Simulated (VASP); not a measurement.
Write the native input for VASP 6.6.1 that does the following.

```yaml
Task: relaxation of cell and atoms
Functional: PBE
Potentials_or_basis: VASP PAW PBE potentials, release 64 (Ru_pv)
Cutoff: 500 eV
k_mesh: 9 × 9 × 12
Occupations: fermi-dirac, width 0.1 eV
Spin: no spin polarisation
Target_pressure: 44 GPa
Dipole_correction: no
Further_INCAR_settings: ALGO = Normal; EDIFF = 1e-07; IBRION = 2; EDIFFG = -0.005; NSW = 60; ISIF = 3
```

The structure of Ru lies in POSCAR:

```
Ru
1.0
    4.1358103471      0.0000000000      0.0000000000
   -2.0679051736      3.5817168258      0.0000000000
    0.0000000000      0.0000000000      2.5642024152
Ru
3
Direct
    0.0000000000      0.0000000000      0.0000000000
    0.3333333333      0.6666666667      0.5000000000
    0.6666666667      0.3333333333      0.5000000000
```

The input as run:

INCAR

```
SYSTEM = Ru
PREC     = Accurate       ! precision mode
ENCUT    = 500            ! plane-wave cutoff, eV
EDIFF    = 1E-7           ! SCF threshold, eV
ISMEAR   = -1             ! smearing method
SIGMA    = 0.1            ! smearing width, eV
LREAL    = .FALSE.        ! projectors in reciprocal space
LASPH    = .TRUE.         ! aspherical terms in the spheres
NELM     = 120            ! most SCF steps
ALGO     = Normal         ! electronic algorithm
ISIF     = 3              ! what is computed and relaxed
LWAVE    = .FALSE.        ! write WAVECAR
LCHARG   = .FALSE.        ! write CHGCAR
GGA      = PE             ! functional
IBRION   = 2              ! ionic algorithm
NSW      = 60             ! ionic steps
EDIFFG   = -0.005         ! ionic threshold
PSTRESS  = 440.0        
GGA_COMPAT= .FALSE.      
NELMIN   = 4
```

KPOINTS

```
Automatic mesh
0
G
  9 9 12
  0 0 0
```

Potentials or basis: VASP PAW PBE potentials, release 64 (Ru_pv).

Launch:

```bash
$ cat potpaw_PBE.64/Ru_pv/POTCAR > POTCAR
$ mpirun -np 1 vasp_std > vasp.out
```

It gave:

* Relaxed volume: 12.59 Å³/atom
* Relaxed cell: a = 4.122 Å, b = 4.122 Å, c = 2.567 Å, α = 90.00°, β = 90.00°, γ = 120.00°
* Space group after relaxing (to 0.05 Å): P6/mmm (No. 191)
* Energy change on relaxing (the enthalpy is what falls): +17.7 meV/atom
* Ionic steps: 6
* Pressure after relaxing: 44.0 GPa
* Band gap on the k mesh: zero (band 21 reaches 15.79 eV, above the bottom of band 22 at 12.99 eV)

Caveat: the cell is relaxed towards a set pressure, so the enthalpy falls and the energy may rise.

Wall time 4.9 min on 1 thread of Intel(R) Xeon(R) 6975P-C (Granite Rapids), on a shared host, peak memory 0.18 GiB.
